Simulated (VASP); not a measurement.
# NiSb (P6_3/mmc) in VASP: notebook, part 2 of 2

VASP 6.6.1. Earlier steps stand in the parts before.

## Step 6: Single point, PBE, collinear spin

This run uses another cell than the first one, of 17.28 Å³/atom.

INCAR reads:

```
PREC = Accurate
ENCUT = 520
EDIFF = 1E-6
ISMEAR = 0
SIGMA = 0.05
LREAL = F
LASPH = T
NELM = 150
ALGO = Normal
ISIF = 2
LWAVE = F
LCHARG = F
ISPIN = 2
MAGMOM = 0.05 0.05 0 0
LORBIT = 11
LMAXMIX = 4
GGA = PE
NBANDS = 27
```

KPOINTS reads:

```
Automatic mesh
0
Gamma
  8 8 6
```

POSCAR reads:

```
NiSb
1.0
    3.9450708277      0.0000000000      0.0000000000
   -1.9725354138      3.4165315565      0.0000000000
    0.0000000000      0.0000000000      5.1267952905
Ni Sb
2 2
Direct
    0.0000000000      0.0000000000      0.0000000000
    0.0000000000      0.0000000000      0.5000000000
    0.3333333333      0.6666666667      0.2500000000
    0.6666666667      0.3333333333      0.7500000000
```

Potentials or basis: VASP PAW PBE potentials, release 64 (Ni, Sb).

Started as:

```sh
$ cat potpaw_PBE.64/Ni/POTCAR potpaw_PBE.64/Sb/POTCAR > POTCAR
$ mpirun -np 1 vasp_std > vasp.out
```

Run time: 74 s. Hardware: 1 thread of Intel Xeon 6975P-C (Granite Rapids), shared host; peak memory 0.28 GiB.

The run converged. Its results:

- Free energy: -20.2997 eV
- Pressure: 2.5 GPa
- Band gap on the k mesh: zero (filled and empty bands overlap)
- Net moment: 0.00 μB per cell
- Valence electrons inside the program's atomic spheres: Ni 9.39; Sb 2.42

Levels at points of the mesh, in eV from the Fermi level:
Spin up:
```csv
k point,band 12,band 13,band 14,band 15,band 16,band 17,band 18,band 19
"(0.00, 0.00, 0.00)",-1.35,-0.05,0.53,0.53,2.41,2.41,3.06,3.96
"(0.50, 0.00, 0.00)",-1.87,-1.61,-1.41,-1.33,-0.41,1.10,3.38,3.91
"(0.00, 0.00, 0.50)",-2.10,0.20,0.20,2.01,2.01,2.01,2.01,5.12
"(0.50, 0.00, 0.50)",-1.93,-1.82,-1.82,0.15,0.15,1.62,1.62,5.14
```
Spin down:
```tsv
k point	band 13	band 14	band 15	band 16	band 17	band 18
(0.00, 0.00, 0.00)	-0.05	0.53	0.53	2.41	2.41	3.06
(0.50, 0.00, 0.00)	-1.61	-1.41	-1.33	-0.41	1.10	3.38
(0.00, 0.00, 0.50)	0.20	0.20	2.01	2.01	2.01	2.01
(0.50, 0.00, 0.50)	-1.82	-1.82	0.15	0.15	1.62	1.62
```

Caveat: spin-orbit coupling is left out, which moves the levels of the heavy elements.

## Step 7: Relaxation of shape and atoms at fixed volume, revPBE+D4, collinear spin (16.99 Å³/atom)

This run uses another cell than the first one, of 16.99 Å³/atom.

INCAR reads:

```
SYSTEM = NiSb
  ALGO = Normal
  EDIFF = 1E-7
  EDIFFG = -0.01
  ENCUT = 600
  GGA = RE
  GGA_COMPAT = .FALSE.
  IBRION = 2
  ISIF = 4
  ISMEAR = 0
  ISPIN = 2
  IVDW = 13
  LASPH = .TRUE.
  LCHARG = .FALSE.
  LMAXMIX = 4
  LORBIT = 11
  LREAL = .FALSE.
  LWAVE = .FALSE.
  MAGMOM = 0.05 0.05 0 0
  NELM = 200
  NELMIN = 4
  NSW = 60
  PREC = Accurate
  SIGMA = 0.05
```

KPOINTS reads:

```
k-points
0
G
  8 8 6
  0 0 0
```

POSCAR reads:

```
NiSb
1.0
    3.9155218478      0.0000000000      0.0000000000
   -1.9577609239      3.3909413893      0.0000000000
    0.0000000000      0.0000000000      5.1199260687
Ni Sb
2 2
Direct
    0.0000000000      0.0000000000      0.0000000000
    0.0000000000      0.0000000000      0.5000000000
    0.3333333333      0.6666666667      0.2500000000
    0.6666666667      0.3333333333      0.7500000000
```

Started as:

```sh
$ cat potpaw_PBE.64/Ni/POTCAR potpaw_PBE.64/Sb/POTCAR > POTCAR
$ mpirun -np 1 vasp_std > vasp.out
```

Run time: 3.9 min. Hardware: 1 thread of Intel Xeon 8259CL, shared host; peak memory 0.3 GiB.

The run converged. Its results:

```
Free energy                                           : -22.3794 eV
Pressure after relaxing                               : -0.9 GPa
Band gap on the k mesh                                : zero (filled and empty bands overlap)
Net moment                                            : 0.00 μB per cell
Valence electrons inside the program's atomic spheres : Ni 9.41; Sb 2.43
Dispersion energy per atom                            : -0.912 eV
```

Stress tensor (GPa, compression positive):
```
-0.94  0.00  0.00
 0.00 -0.94  0.00
 0.00  0.00 -0.83
```

Final structure:
```xyz
4
Lattice="3.9155 0.0000 0.0000 -1.9578 3.3909 0.0000 0.0000 0.0000 5.1199" Properties=species:S:1:pos:R:3 pbc="T T T"
Ni    0.0000    0.0000    0.0000
Ni    0.0000    0.0000    2.5600
Sb    0.0000    2.2606    1.2800
Sb    1.9578    1.1303    3.8399
```

Levels at points of the mesh, in eV from the Fermi level:
Spin up:
```
           k point  band 13  band 14  band 15  band 16  band 17  band 18
(0.00, 0.00, 0.00)    -0.11     0.55     0.55     2.46     2.46     3.11
(0.50, 0.00, 0.00)    -1.68    -1.49    -1.41    -0.39     1.08     3.38
(0.00, 0.00, 0.50)     0.23     0.23     2.05     2.05     2.05     2.05
(0.50, 0.00, 0.50)    -1.90    -1.90     0.13     0.13     1.67     1.67
```
Spin down:
| k point | band 13 | band 14 | band 15 | band 16 | band 17 | band 18 |
| --- | --- | --- | --- | --- | --- | --- |
| (0.00, 0.00, 0.00) | -0.11 | 0.55 | 0.55 | 2.46 | 2.46 | 3.11 |
| (0.50, 0.00, 0.00) | -1.68 | -1.49 | -1.41 | -0.39 | 1.08 | 3.38 |
| (0.00, 0.00, 0.50) | 0.23 | 0.23 | 2.05 | 2.05 | 2.05 | 2.05 |
| (0.50, 0.00, 0.50) | -1.90 | -1.90 | 0.13 | 0.13 | 1.67 | 1.67 |

Caveat: the relaxation stopped at its first step, so nothing moved; the PAW data sets were made with another functional, which shifts forces and pressure a little; spin-orbit coupling is left out, which moves the levels of the heavy elements.

## Step 8: The runs side by side

| task | level | spin | cell | cutoff (eV) | gap on the mesh (eV) | pressure (GPa) | moment (μB) |
| --- | --- | --- | --- | --- | --- | --- | --- |
| single point | revPBE+D4 | collinear | a = 3.862, b = 3.862, c = 5.023 Å, angles 90.0, 90.0, 120.0°, 4 atoms | 520 | none | 5.0 | 0.00 |
| single point | revPBE+D4 | collinear | a = 3.886, b = 3.886, c = 5.066 Å, angles 90.0, 90.0, 120.0°, 4 atoms | 520 | none | 2.2 | 0.00 |
| single point | revPBE+D4 | collinear | a = 3.908, b = 3.908, c = 5.110 Å, angles 90.0, 90.0, 120.0°, 4 atoms | 520 | none | -0.2 | 0.00 |
| single point | PBE | collinear, ferromagnetic start | a = 3.940, b = 3.940, c = 5.140 Å, angles 90.0, 90.0, 120.0°, 4 atoms | 520 | none | 2.5 | 0.00 |
| single point | PBE | collinear | a = 3.945, b = 3.945, c = 5.127 Å, angles 90.0, 90.0, 120.0°, 4 atoms | 520 | none | 2.5 | 0.00 |
| relaxation of shape and atoms at fixed volume | revPBE+D4 | collinear | relaxed from a = 3.916, b = 3.916, c = 5.120 Å, angles 90.0, 90.0, 120.0°, 4 atoms | 600 | none | -0.9 | 0.00 |

Alike in all rows: potentials or basis VASP PAW PBE potentials, release 64 (Ni, Sb); k mesh 8 × 8 × 6; smearing gaussian 0.05 eV.

Caveats: spin-orbit coupling is left out, which moves the levels of the heavy elements; the PAW data sets were made with another functional, which shifts forces and pressure a little (at least some runs); the cell stands under pressure (at least some runs); the relaxation stopped at its first step, so nothing moved (at least some runs).

Total energies depend on the potentials used, so only differences within one code and one set of settings carry meaning.
